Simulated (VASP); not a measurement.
# CdSe: single point with LDA

System: CdSe, a slab with vacuum.

```
Cd Se
1.0
     4.34202    0.00000    0.00000
     2.17101    3.76030    0.00000
     0.00000    0.00000   16.43155
Cd Se
2 2
Direct
  0.00000 0.00000 0.36515
  0.66667 0.66667 0.58990
  0.66667 0.66667 0.41909
  0.33333 0.33333 0.62007
```

```json
{"Program": "VASP 6.6.1", "Task": "single point", "Functional": "LDA", "Potentials or basis": "VASP PAW LDA potentials, release 64 (Cd, Se)", "Cutoff": "520 eV", "k mesh": "6 × 6 × 1", "Occupations": "fermi-dirac, width 0.05 eV", "Spin": "no spin polarisation", "Dipole correction": "yes", "Further INCAR settings": "ALGO = Normal; EDIFF = 1e-07; NBANDS = 26"}
```

```
Largest force          : 1.059 eV/Å
Band gap on the k mesh : 0.41 eV
```

Forces on the atoms (eV/Å):
```
Cd   0.000  0.000  1.036
Cd   0.000  0.000 -0.005
Se   0.000  0.000 -1.059
Se   0.000  0.000  0.028
```

Levels at points of the mesh, in eV from the valence-band top:
```csv
k point,band 14,band 15,band 16,band 17,band 18,band 19,band 20,band 21,band 22,band 23
"(0.00, 0.00, 0.00)",-1.44,-1.32,-1.32,0.00,0.00,0.41,1.78,2.30,4.32,5.26
"(0.50, 0.00, 0.00)",-4.19,-2.27,-2.18,-1.19,-0.50,1.08,2.58,3.44,4.54,5.26
```

It took 46 s on 1 thread of Intel(R) Xeon(R) Platinum 8488C (Sapphire Rapids), on a shared host, peak memory 0.29 GiB.
